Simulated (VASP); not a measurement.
# IrPt (R-3m) in VASP: notebook

IrPt is run at these levels: LDA; tasks: single point, relaxation of volume and atoms at fixed shape.

Program: VASP 6.6.1. These are calculated values, not measurements. Logs are shortened: lines on timing, memory, paths and dates and some standing lists are left out, and cuts for length are marked.

### 1 The cell of the first run

It takes space group R-3m (No. 166, trigonal). Conventional cell: a = 2.734 Å, b = 2.734 Å, c = 13.251 Å, α = 90.00°, β = 90.00°, γ = 120.00°. Ir (site symmetry -3m) has 6 Pt at 2.71 Å and 6 Ir at 2.73 Å within 3.6 Å. Pt (site symmetry -3m) has 6 Ir at 2.71 Å and 6 Pt at 2.73 Å within 3.6 Å.

### 2 Single point, LDA

The input, INCAR:

```
SYSTEM = IrPt
ALGO = Normal
EDIFF = 1E-6
ENCUT = 520
ISIF = 2
ISMEAR = 0
LASPH = .TRUE.
LCHARG = .FALSE.
LREAL = .FALSE.
LWAVE = .FALSE.
NBANDS = 16
NELM = 80
PREC = Accurate
SIGMA = 0.1
```

The input, KPOINTS:

```
k-points
0
G
  9 9 9
  0 0 0
```

The input, POSCAR:

```
IrPt
1.0
    4.6906161856      0.0000000000      0.0000000000
    3.8939949147      2.6150877241      0.0000000000
    3.8939949147      1.1862084584      2.3305778893
Ir Pt
1 1
Direct
    0.0000000000      0.0000000000      0.0000000000
    0.5000000000      0.5000000000      0.5000000000
```

Potentials or basis: VASP PAW LDA potentials, release 64 (Ir, Pt).

Run with:

```sh
$ cat potpaw_LDA.64/Ir/POTCAR potpaw_LDA.64/Pt/POTCAR > POTCAR
$ mpirun -np 1 vasp_std > vasp.out
```

OUTCAR:

```text
SYSTEM = IrPt
   EDIFF = 1E-6
   ENCUT = 520
   ISIF = 2
   ISMEAR = 0
   LASPH = .TRUE.
   LREAL = .FALSE.
   NELM = 80
   PREC = Accurate

 ion  position               nearest neighbor table
   1  0.000  0.000  0.000-   2 2.71   2 2.71   2 2.71   2 2.71   2 2.71   2 2.71
   2  0.500  0.500  0.500-   1 2.71   1 2.71   1 2.71   1 2.71   1 2.71   1 2.71

  LATTYP: Found a trigonal (rhomboedric) cell.
 ALAT       =     4.6906161856
 COS(alpha) =     0.8301670315

  Lattice vectors:

 A1 = (   4.6906161856,   0.0000000000,   0.0000000000)
 A2 = (   3.8939949147,   2.6150877241,   0.0000000000)
 A3 = (   3.8939949147,   1.1862084584,   2.3305778893)

Analysis of symmetry for initial positions (statically):
=====================================================================
 Subroutine PRICEL returns:
 Original cell was already a primitive cell.

 Routine SETGRP: Setting up the symmetry group for a
 trigonal (rhombohedral) supercell.

 Subroutine GETGRP returns: Found 12 space group operations
 (whereof 12 operations were pure point group operations)
 out of a pool of 12 trial point group operations.

The static configuration has the point symmetry D_3d.

Analysis of symmetry for dynamics (positions and initial velocities):
=====================================================================
 Subroutine PRICEL returns:
 Original cell was already a primitive cell.

 Routine SETGRP: Setting up the symmetry group for a
 trigonal (rhombohedral) supercell.

 Subroutine GETGRP returns: Found 12 space group operations
 (whereof 12 operations were pure point group operations)
 out of a pool of 12 trial point group operations.

The dynamic configuration has the point symmetry D_3d.

 Subroutine INISYM returns: Found 12 space group operations
 (whereof 12 operations are pure point group operations),
 and found     1 'primitive' translations

----------------------------------------------------------------------------------------

                                     Primitive cell

  volume of cell :      28.5877

  direct lattice vectors                    reciprocal lattice vectors
     4.690616186  0.000000000  0.000000000     0.213191606 -0.317452843 -0.194630605
     3.893994915  2.615087724  0.000000000     0.000000000  0.382396350 -0.194630605
     3.893994915  1.186208458  2.330577889     0.000000000  0.000000000  0.429078129

  length of vectors
     4.690616186  4.690616186  4.690616186     0.429078129  0.429078129  0.429078129

  position of ions in fractional coordinates (direct lattice)
     0.000000000  0.000000000  0.000000000
     0.500000000  0.500000000  0.500000000

  ion indices of the primitive-cell ions
   primitive index   ion index
                 1           1
                 2           2

----------------------------------------------------------------------------------------

 KPOINTS: k-points

Automatic generation of k-mesh.
 Grid dimensions read from file:
 generate k-points for:    9    9    9

 Generating k-lattice:

  Cartesian coordinates                     Fractional coordinates (reciprocal lattice)
     0.023687956 -0.035272538 -0.021625623     0.111111111  0.000000000  0.000000000
     0.000000000  0.042488483 -0.021625623     0.000000000  0.111111111  0.000000000
     0.000000000  0.000000000  0.047675348     0.000000000  0.000000000  0.111111111

  Length of vectors
     0.047675348  0.047675348  0.047675348

  Shift w.r.t. Gamma in fractional coordinates (k-lattice)
     0.000000000  0.000000000  0.000000000

 Subroutine IBZKPT returns following result:
 ===========================================

 Found     85 irreducible k-points:

 Following reciprocal coordinates:
            Coordinates               Weight
  0.000000  0.000000  0.000000      1.000000
  0.111111 -0.000000 -0.000000      6.000000
  0.222222  0.000000  0.000000      6.000000
  0.333333 -0.000000 -0.000000      6.000000
  0.444444  0.000000  0.000000      6.000000
  0.111111  0.111111 -0.000000      6.000000
[... 16 lines left out ...]
 -0.333333  0.333333  0.000000      6.000000
  0.444444  0.444444  0.000000      6.000000
 [... further k-points ...]
   k-points           NKPTS =     85   k-points in BZ     NKDIM =     85   number of bands    NBANDS=     16
   number of dos      NEDOS =    301   number of ions     NIONS =      2
   total plane-waves  NPLWV =  46656
   dimension x,y,z NGX =    36 NGY =   36 NGZ =   36
   dimension x,y,z NGXF=    72 NGYF=   72 NGZF=   72
   ions per type =               1   1
   NGX,Y,Z   is equivalent  to a cutoff of  12.76, 12.76, 12.76 a.u.
   NGXF,Y,Z  is equivalent  to a cutoff of  25.52, 25.52, 25.52 a.u.
 SYSTEM =  IrPt
   PREC   = accura    normal or accurate (medium, high low for compatibility)
   ISTART =      0    job   : 0-new  1-cont  2-samecut
   ICHARG =      2    charge: 1-file 2-atom 10-const
   ISPIN  =      1    spin polarized calculation?
   LNONCOLLINEAR =      F non collinear calculations
   LSORBIT =      F    spin-orbit coupling
   LASPH  =      T    aspherical Exc in radial PAW
   ENCUT  =  520.0 eV  38.22 Ry    6.18 a.u.   8.72  8.72  8.72*2*pi/ulx,y,z
   NELM   =     80;   NELMIN=  2; NELMDL= -5     # of ELM steps
   EDIFF  = 0.1E-05   stopping-criterion for ELM
   LREAL  =      F    real-space projection
   EDIFFG = 0.1E-04   stopping-criterion for IOM
   NSW    =      0    number of steps for IOM
   IBRION =     -1    ionic relax: 0-MD 1-quasi-New 2-CG
   NFREE  =      0    steps in history (QN), initial steepest desc. (CG)
   ISIF   =      2    stress and relaxation
   ISYM   =      2    0-nonsym 1-usesym 2-fastsym
   POTIM  = 0.5000    time-step for ionic-motion
   TEBEG  =    0.0;   TEEND  =   0.0 temperature during run
   PSTRESS=    0.0 pullay stress
   NELECT =      19.0000    total number of electrons
   NUPDOWN=      -1.0000    fix difference up-down
   EMIN   =  10.00;   EMAX   =-10.00  energy-range for DOS
   EFERMI =   0.00;   METHOD = LEGACY
   ISMEAR =     0;   SIGMA  =   0.10  broadening in eV -4-tet -1-fermi 0-gaus
   EFERMI_NEDOS =   21; number of points for ismear=-14 and -15
   IALGO  =     38    algorithm
   IMIX   =      4    mixing-type and parameters
     AMIX     =   0.40;   BMIX     =  1.00
     AMIX_MAG =   1.60;   BMIX_MAG =  1.00
  volume/ion in A,a.u.               =      14.29        96.46
  Fermi-wavevector in a.u.,A,eV,Ry     =   1.428673  2.699800 27.770932  2.041106
  Thomas-Fermi vector in A             =   2.548709
   LORBIT       =      0    0 simple, 1 ext, 2 COOP (PROOUT), +10 PAW based schemes
   GGA     = CA    functional components
   LHFCALC =     F    Hartree Fock is set to
   AEXX    =    0.0000 exact exchange contribution
   IVDW    =     0    specifies the selected vdW correction
   LEPSILON=     F    determine dielectric tensor
   LRPA    =     F    only Hartree local field effects (RPA)
 non-spin polarized calculation
 Gauss-broadening in eV      SIGMA  =   0.10
  energy-cutoff  :      520.00
  volume of cell :       28.59
 maximum number of plane-waves:       779
   NGX = 17   NGY = 17   NGZ = 17

 number of electron      18.9999999 magnetization

 Free energy of the ion-electron system (eV)
  ---------------------------------------------------
  ext. energy  EPLUGINS =         0.00000000
  ---------------------------------------------------
  free energy    TOTEN  =       -17.66719528 eV

  energy without entropy =      -17.65166457  energy(sigma->0) =      -17.65942993

 E-fermi :  11.1881     XC(G=0): -14.0407

 val. band max:       11.1839106323   @ k =   0.4444   0.2222   0.1111
 cond. band min:      11.2048634604   @ k =  -0.4444   0.4444   0.0000
 fundamental gap:      0.0209528281
 Fermi energy:        11.1881275616

 k-point     1 :       0.0000    0.0000    0.0000
  band No.  band energies     occupation
      1       0.2385      2.00000
      2       3.2145      2.00000
      3       6.8384      2.00000
      4       6.8384      2.00000
      5       7.2455      2.00000
      6       7.2703      2.00000
[... 8 lines left out ...]
     15      25.5768      0.00000
     16      30.4170      0.00000

 k-point     2 :       0.1111   -0.0000   -0.0000
  band No.  band energies     occupation
      1       0.7172      2.00000
      2       3.6317      2.00000
      3       6.5585      2.00000
      4       6.9207      2.00000
      5       7.1372      2.00000
      6       7.4555      2.00000
[... 8 lines left out ...]
     15      26.3694      0.00000
     16      29.1411      0.00000

 k-point     3 :       0.2222    0.0000    0.0000
  band No.  band energies     occupation
      1       2.0049      2.00000
      2       4.5830      2.00000
      3       6.0398      2.00000
      4       6.2059      2.00000
      5       7.4543      2.00000
      6       7.7510      2.00000
[... 8 lines left out ...]
     15      27.1797      0.00000
     16      28.1594      0.00000

 k-point     4 :       0.3333   -0.0000   -0.0000
  band No.  band energies     occupation
      1       3.5222      2.00000
      2       4.8042      2.00000
      3       5.6411      2.00000
      4       6.0063      2.00000
      5       7.0243      2.00000
      6       7.4442      2.00000
[... 8 lines left out ...]
     15      24.6198      0.00000
     16      28.5472      0.00000
[... 324 lines left out ...]
 k-point    22 :      -0.4444    0.3333    0.0000
  band No.  band energies     occupation
      1       4.1962      2.00000
      2       4.3279      2.00000
      3       5.0106      2.00000
      4       6.0936      2.00000
      5       7.3787      2.00000
      6       8.2943      2.00000
[... 8 lines left out ...]
     15      22.5660      0.00000
     16      25.5720      0.00000

 k-point    23 :      -0.3333    0.3333    0.0000
  band No.  band energies     occupation
      1       4.6986      2.00000
      2       5.3096      2.00000
      3       5.3887      2.00000
      4       5.8434      2.00000
      5       6.6610      2.00000
      6       7.4216      2.00000
[... 8 lines left out ...]
     15      21.6905      0.00000
     16      24.2578      0.00000

 k-point    24 :       0.4444    0.4444    0.0000
  band No.  band energies     occupation
      1       3.1654      2.00000
      2       3.4888      2.00000
      3       3.9914      2.00000
      4       6.9593      2.00000
      5       7.2282      2.00000
      6       9.8802      2.00000
[... 8 lines left out ...]
     15      22.9288      0.00000
     16      23.0361      0.00000

 [... further k-points ...]

------------------------ aborting loop because EDIFF is reached ----------------------------------------

  FORCE on cell =-STRESS in cart. coord.  units (eV):
  Direction    XX          YY          ZZ          XY          YZ          ZX
  --------------------------------------------------------------------------------------
  -------------------------------------------------------------------------------------
  Total        0.1437022      0.3276524      0.3393956     -0.0617677     -0.0115361     -0.0378698
  in kB        8.0536767     18.3630229     19.0211609     -3.4617206     -0.6465313     -2.1223838
  external PRESSURE =      15.1459535 kB  Pullay stress =       0.0000000 kB

 VOLUME and BASIS-vectors are now :
 -----------------------------------------------------------------------------
  energy-cutoff  :      520.00
  volume of cell :       28.59
      direct lattice vectors                 reciprocal lattice vectors
     4.690616186  0.000000000  0.000000000     0.213191606 -0.317452843 -0.194630605
     3.893994915  2.615087724  0.000000000     0.000000000  0.382396350 -0.194630605
     3.893994915  1.186208458  2.330577889     0.000000000  0.000000000  0.429078129

 POSITION                                       TOTAL-FORCE (eV/Angst)
 -----------------------------------------------------------------------------------
      0.00000      0.00000      0.00000        -0.000000      0.000000      0.000000
      6.23930      1.90065      1.16529         0.000000     -0.000000      0.000000
 -----------------------------------------------------------------------------------
    total drift:                                0.000000     -0.000000      0.000000

  FREE ENERGIE OF THE ION-ELECTRON SYSTEM (eV)
  ---------------------------------------------------
  free  energy   TOTEN  =       -17.6671952785 eV

  energy  without entropy=      -17.6516645733  energy(sigma->0) =      -17.65942993
```

Wall time 2.2 min (1 thread of Intel Xeon 8259CL, shared host); peak memory 0.21 GiB.

Results:

* Free energy: -17.6672 eV
* Pressure: 1.5 GPa
* Band gap on the k mesh: zero (an odd number of electrons rules out a gap without spin polarisation)

Caveat: spin-orbit coupling is left out, which moves the levels of the heavy elements.

(Continued in part 2 of 2.)
